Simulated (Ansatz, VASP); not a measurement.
**Two plane-wave programs on CoSi2**

```xyz
3
Lattice="0.0000 2.6676 2.6676 2.6676 0.0000 2.6676 2.6676 2.6676 0.0000" Properties=species:S:1:pos:R:3 pbc="T T T"
Co    0.0000    0.0000    0.0000
Si    1.3338    1.3338    1.3338
Si    4.0013    4.0013    4.0013
```

Alike in both runs: task single point; functional PBEsol; dispersion D3(BJ); k mesh 8 × 8 × 8; occupations gaussian, width 0.05 eV; collinear spin.

|  | VASP | Ansatz |
| --- | --- | --- |
| version | VASP 6.6.1 | Ansatz 0.2.0 |
| potentials or method | VASP PAW PBE potentials, release 64 (Co, Si), cutoff 520 eV | scalar-relativistic, plane waves, PAW |
| valence electrons in the cell | 17 | 25 |

|  | VASP | Ansatz | Ansatz less VASP |
| --- | --- | --- | --- |
| gap on the k mesh at the Fermi level (eV) | none | none | - |
| pressure (GPa) | -7.4 | -7.4 | -0.09 |
| net moment per atom (μB) | 0.00 | 0.00 | 0.000 |

VASP's potentials were made for PBE, not for PBEsol. A gap of «none» marks a metal or a gap that the smearing closes. VASP's potentials hold 17 valence electrons a cell and Ansatz's 25, so a difference there can come from the potentials and not from the codes. Ansatz's warnings: seeded moment not kept.
